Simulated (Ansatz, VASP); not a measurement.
# Y2TaN3 in VASP and in Ansatz

```
Y Ta N
1.0
     3.65290    0.00000    0.00000
     0.00000    3.65290    0.00000
     0.00000    0.00000    7.25018
Y Ta N
2 1 3
Direct
  0.00000 0.00000 0.00000
  0.50000 0.50000 0.50000
  0.00000 0.00000 0.50000
  0.00000 0.00000 0.71679
  0.00000 0.00000 0.28321
  0.50000 0.50000 0.00000
```

Alike in both runs: task single point; functional PBE; k mesh 6 × 6 × 4; occupations gaussian, width 0.1 eV; collinear spin.

|  | VASP | Ansatz |
| --- | --- | --- |
| version | VASP 6.6.1 | Ansatz 0.2.0 |
| potentials or method | VASP PAW PBE potentials, release 64 (Y_sv, Ta_pv, N), cutoff 520 eV | scalar-relativistic, plane waves, PAW |
| valence electrons in the cell | 48 | 50 |

|  | VASP | Ansatz | Ansatz less VASP |
| --- | --- | --- | --- |
| gap on the k mesh at the Fermi level (eV) | none | none | - |
| rms of the force components (eV/Å) | 5.234 | 4.852 | -0.3815 |
| net moment per atom (μB) | 0.00 | 0.10 | +0.101 |
| size of the moment on the site where the two differ most (μB) | 0.01 | 0.56 | +0.552 |

The net moments are unlike, so the other rows may belong to different states. Site moments also hang on the region over which each program counts them. Atom by atom the forces differ by 0.382 eV/Å (rms over components). A gap of «none» marks a metal or a gap that the smearing closes. VASP's potentials hold 48 valence electrons a cell and Ansatz's 50, so a difference there can come from the potentials and not from the codes.

Neither program's run includes spin-orbit coupling.
